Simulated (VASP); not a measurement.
# As (P6/mmm) in VASP: notebook, part 2 of 2

VASP 6.6.1.

### Step 5. Single point, PBE

This run uses another cell than the first one, of 11.03 Å³/atom, 1.375 times its volume.

Input file INCAR:

```
PREC     = Accurate       # precision mode
ENCUT    = 520            # plane-wave cutoff, eV
EDIFF    = 1E-6           # SCF threshold, eV
ISMEAR   = -1             # smearing method
SIGMA    = 0.05           # smearing width, eV
LREAL    = F              # projectors in reciprocal space
LASPH    = T              # aspherical terms in the spheres
NELM     = 80             # most SCF steps
ALGO     = Normal         # electronic algorithm
ISIF     = 2              # what is computed and relaxed
LWAVE    = F              # write WAVECAR
LCHARG   = F              # write CHGCAR
GGA      = PE             # functional
NBANDS   = 8              # bands
```

Input file KPOINTS:

```
Automatic mesh
0
Gamma
  15 15 14
```

Input file POSCAR:

```
As
1.0
    2.3930624832      0.0000000000      0.0000000000
   -1.1965312416      2.0724529033      0.0000000000
    0.0000000000      0.0000000000      2.2243687414
As
1
Direct
    0.0000000000      0.0000000000      0.0000000000
```

Potentials or basis: VASP PAW PBE potentials, release 64 (As).

Launch:

```console
cat potpaw_PBE.64/As/POTCAR > POTCAR
mpirun -np 1 vasp_std > vasp.out
```

OUTCAR:

```text
PREC = Accurate
   ENCUT = 520
   EDIFF = 1E-6
   ISMEAR = -1
   LREAL = F
   LASPH = T
   NELM = 80
   ISIF = 2
   GGA = PE

 ion  position               nearest neighbor table
   1  0.000  0.000  0.000-

  LATTYP: Found a hexagonal cell.
 ALAT       =     2.3930624832
 C/A-ratio  =     0.9295071721

  Lattice vectors:

 A1 = (   2.3930624832,   0.0000000000,   0.0000000000)
 A2 = (  -1.1965312416,   2.0724529033,   0.0000000000)
 A3 = (   0.0000000000,   0.0000000000,   2.2243687414)

Analysis of symmetry for initial positions (statically):
=====================================================================
 Subroutine PRICEL returns:
 Original cell was already a primitive cell.

 Routine SETGRP: Setting up the symmetry group for a
 hexagonal supercell.

 Subroutine GETGRP returns: Found 24 space group operations
 (whereof 24 operations were pure point group operations)
 out of a pool of 24 trial point group operations.

The static configuration has the point symmetry D_6h.

Analysis of symmetry for dynamics (positions and initial velocities):
=====================================================================
 Subroutine PRICEL returns:
 Original cell was already a primitive cell.

 Routine SETGRP: Setting up the symmetry group for a
 hexagonal supercell.

 Subroutine GETGRP returns: Found 24 space group operations
 (whereof 24 operations were pure point group operations)
 out of a pool of 24 trial point group operations.

The dynamic configuration has the point symmetry D_6h.

 Subroutine INISYM returns: Found 24 space group operations
 (whereof 24 operations are pure point group operations),
 and found     1 'primitive' translations

----------------------------------------------------------------------------------------

                                     Primitive cell

[... 102 lines left out ...]
   EFERMI =   0.00;   METHOD = LEGACY
   ISMEAR =    -1;   SIGMA  =   0.05  broadening in eV -4-tet -1-fermi 0-gaus
   EFERMI_NEDOS =   21; number of points for ismear=-14 and -15
   IALGO  =     38    algorithm
   IMIX   =      4    mixing-type and parameters
     AMIX     =   0.40;   BMIX     =  1.00
     AMIX_MAG =   1.60;   BMIX_MAG =  1.00
  volume/ion in A,a.u.               =      11.03        74.45
  Fermi-wavevector in a.u.,A,eV,Ry     =   1.257524  2.376376 21.515804  1.581367
  Thomas-Fermi vector in A             =   2.391179
   LORBIT       =      0    0 simple, 1 ext, 2 COOP (PROOUT), +10 PAW based schemes
   GGA     = PE    functional components
   LHFCALC =     F    Hartree Fock is set to
   AEXX    =    0.0000 exact exchange contribution
   IVDW    =     0    specifies the selected vdW correction
   LEPSILON=     F    determine dielectric tensor
   LRPA    =     F    only Hartree local field effects (RPA)
 non-spin polarized calculation
  energy-cutoff  :      520.00
  volume of cell :       11.03
 maximum number of plane-waves:       318
 NGX is ok and might be reduce to    18
   NGX =  9   NGY =  9   NGZ =  9

 number of electron       4.9999999 magnetization

 Free energy of the ion-electron system (eV)
  ---------------------------------------------------
  ext. energy  EPLUGINS =         0.00000000
  ---------------------------------------------------
  free energy    TOTEN  =        -1.51904182 eV

  energy without entropy =       -1.51648446  energy(sigma->0) =       -1.51776314

 E-fermi :  15.0199     XC(G=0): -13.2538

 val. band max:       14.9266186702   @ k =   0.1333   0.1333   0.0714
 cond. band min:      15.0267368631   @ k =   0.2000   0.1333   0.0714
 fundamental gap:      0.1001181929
 Fermi energy:        15.0198681383

 k-point     1 :       0.0000    0.0000    0.0000
  band No.  band energies     occupation
      1      -7.3831      2.00000
      2      21.5504      0.00000
      3      24.2203      0.00000
      4      24.2203      0.00000
      5      24.2813      0.00000
      6      29.2699      0.00000
      7      29.2699      0.00000
      8      30.7773      0.00000
[... 243 lines left out ...]
 k-point    24 :       0.4000    0.2000    0.0000
  band No.  band energies     occupation
      1       1.8103      2.00000
      2       3.4599      2.00000
      3       9.9882      2.00000
      4      29.2226      0.00000
      5      29.9784      0.00000
      6      34.0562      0.00000
      7      34.4441      0.00000
      8      35.7437      0.00000

 [... further k-points ...]
[... 5 lines left out ...]
  --------------------------------------------------------------------------------------
  -------------------------------------------------------------------------------------
  Total       11.8770829     11.8770829     11.9084459      0.0000000     -0.0000000      0.0000000
  in kB     1724.9435158   1724.9435158   1729.4984614      0.0000000     -0.0000000      0.0000000
  external PRESSURE =    1726.4618310 kB  Pullay stress =       0.0000000 kB

 VOLUME and BASIS-vectors are now :
 -----------------------------------------------------------------------------
  energy-cutoff  :      520.00
  volume of cell :       11.03
      direct lattice vectors                 reciprocal lattice vectors
     2.393062483  0.000000000  0.000000000     0.417874588  0.241260006  0.000000000
    -1.196531242  2.072452903  0.000000000     0.000000000  0.482520012  0.000000000
     0.000000000  0.000000000  2.224368741     0.000000000  0.000000000  0.449565749

 POSITION                                       TOTAL-FORCE (eV/Angst)
 -----------------------------------------------------------------------------------
      0.00000      0.00000      0.00000         0.000000      0.000000      0.000000
 -----------------------------------------------------------------------------------
    total drift:                                0.000000      0.000000      0.000000

  FREE ENERGIE OF THE ION-ELECTRON SYSTEM (eV)
  ---------------------------------------------------
  free  energy   TOTEN  =        -1.5190418219 eV

  energy  without entropy=       -1.5164844645  energy(sigma->0) =       -1.51776314
```

It took 8.9 s on 1 thread of Intel Xeon 6975P-C (Granite Rapids), shared host; peak memory 0.12 GiB.

What came out:

* Free energy: -1.5190 eV
* Pressure: 172.6 GPa

Levels at points of the mesh, in eV from the Fermi level:
```tsv
k point	band 1	band 2	band 3	band 4	band 5
(0.00, 0.00, 0.00)	-22.40	6.53	9.20	9.20	9.26
(0.00, 0.00, 0.50)	-15.81	-13.27	14.94	14.94	18.74
```

### Step 6. Summary

```tsv
cell	gap on the mesh (eV)	pressure (GPa)
a = 2.149, b = 2.149, c = 2.006 Å, angles 90.0, 90.0, 120.0°, 1 atom	none	527.3
a = 2.235, b = 2.235, c = 2.086 Å, angles 90.0, 90.0, 120.0°, 1 atom	none	354.8
a = 2.393, b = 2.393, c = 2.224 Å, angles 90.0, 90.0, 120.0°, 1 atom	none	172.6
```

Alike in all rows: task single point; level PBE; potentials or basis VASP PAW PBE potentials, release 64 (As); no spin polarisation; k mesh 15 × 15 × 14; cutoff (eV) 520; smearing fermi-dirac 0.05 eV.

Total energies depend on the potentials used, so only differences within one code and one set of settings carry meaning.
